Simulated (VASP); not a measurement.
GaP: single point with PBE

The system is GaP.

```
Ga P
1.0
     0.00000    8.17575    8.17575
     8.17575    0.00000    8.17575
     8.17575    8.17575    0.00000
Ga P
27 27
Direct
  0.00000 0.00000 0.00000
  0.00000 0.00000 0.33333
  0.00000 0.00000 0.66667
  0.00000 0.33333 0.00000
  0.00000 0.33333 0.33333
  0.00000 0.33333 0.66667
  0.00000 0.66667 0.00000
  0.00000 0.66667 0.33333
  0.00000 0.66667 0.66667
  0.33333 0.00000 0.00000
  0.33333 0.00000 0.33333
  0.33333 0.00000 0.66667
  0.33333 0.33333 0.00000
  0.33333 0.33333 0.33333
  0.33333 0.33333 0.66667
  0.33333 0.66667 0.00000
  0.33333 0.66667 0.33333
  0.33333 0.66667 0.66667
  0.66667 0.00000 0.00000
  0.66667 0.00000 0.33333
  0.66667 0.00000 0.66667
  0.66667 0.33333 0.00000
  0.66667 0.33333 0.33333
  0.66667 0.33333 0.66667
  0.66667 0.66667 0.00000
  0.66667 0.66667 0.33333
  0.66667 0.66667 0.66667
  0.08333 0.08333 0.08333
  0.08333 0.08333 0.41667
  0.08333 0.08333 0.75000
  0.08333 0.41667 0.08333
  0.08333 0.41667 0.41667
  0.08333 0.41667 0.75000
  0.08333 0.75000 0.08333
  0.08333 0.75000 0.41667
  0.08333 0.75000 0.75000
  0.41667 0.08333 0.08333
  0.41667 0.08333 0.41667
  0.41667 0.08333 0.75000
  0.41667 0.41667 0.08333
  0.41667 0.41667 0.41667
  0.41667 0.41667 0.75000
  0.41667 0.75000 0.08333
  0.41667 0.75000 0.41667
  0.41667 0.75000 0.75000
  0.75000 0.08333 0.08333
  0.75000 0.08333 0.41667
  0.75000 0.08333 0.75000
  0.75000 0.41667 0.08333
  0.75000 0.41667 0.41667
  0.75000 0.41667 0.75000
  0.75000 0.75000 0.08333
  0.75000 0.75000 0.41667
  0.75000 0.75000 0.75000
```

```
Program             : VASP 6.6.1
Task                : single point
Functional          : PBE
Potentials or basis : VASP PAW PBE potentials, release 64 (Ga_d, P)
Cutoff              : 520 eV
k mesh              : 1 × 1 × 1
Occupations         : gaussian, width 0.05 eV
Spin                : no spin polarisation
```

The pressure is 4.0 GPa and the band gap on the k mesh is 1.69 eV.

Levels at points of the mesh, in eV from the valence-band top:
```tsv
k point	band 240	band 241	band 242	band 243	band 244	band 245	band 246	band 247
(0.00, 0.00, 0.00)	-0.92	0.00	0.00	0.00	1.69	1.69	1.69	1.69
```

It took 15 min on 1 thread of Intel Xeon 6975P-C (shared host), peak memory 1.3 GiB.

Caveat: the k points lie up to 0.67 Å⁻¹ apart. As with any semilocal functional, this PBE gap is likely too small.
